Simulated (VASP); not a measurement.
Here is a VASP 6.6.1 calculation.

Contents of INCAR:

```
SYSTEM = HfSi3
  ALGO = Normal
  EDIFF = 1E-8
  ENCUT = 600
  GGA = PS
  IBRION = 6
  ISIF = 3
  ISMEAR = 0
  LASPH = .True.
  LCHARG = .False.
  LREAL = .False.
  LUSENCCL = .False.
  LWAVE = .False.
  NBANDS = 19
  NELM = 80
  NFREE = 2
  NSW = 1
  POTIM = 0.015
  PREC = Accurate
  SIGMA = 0.05
```

Contents of KPOINTS:

```
k-points
0
Gamma
  8 8 8
  0 0 0
```

The input POSCAR:

```
HfSi3
1.0
    3.9300057715      0.0000000000      0.0000000000
    0.0000000000      3.9300057715      0.0000000000
    0.0000000000      0.0000000000      3.9300057715
Hf Si
1 3
Direct
    0.0000000000      0.0000000000      0.0000000000
    0.0000000000      0.5000000000      0.5000000000
    0.5000000000      0.5000000000      0.0000000000
    0.5000000000      0.0000000000      0.5000000000
```

Potentials or basis: VASP PAW PBE potentials, release 64 (Hf_pv, Si).

Run with:

```console
$ cat potpaw_PBE.64/Hf_pv/POTCAR potpaw_PBE.64/Si/POTCAR > POTCAR
$ mpirun -np 1 vasp_std > vasp.out
```

(1) Estimate the elastic constants C11, C12, C44.

(2) What does it give for the Voigt bulk modulus?

(3) Estimate the highest phonon frequency at Γ.

(4) Estimate the most unstable mode.

## Answers

(1) 145, 116, 16 GPa.

(2) 126 GPa.

(3) 277 cm⁻¹.

(4) 88i cm⁻¹.

Caveat: some modes are imaginary; the PAW data sets were made with another functional, which shifts forces and pressure a little.
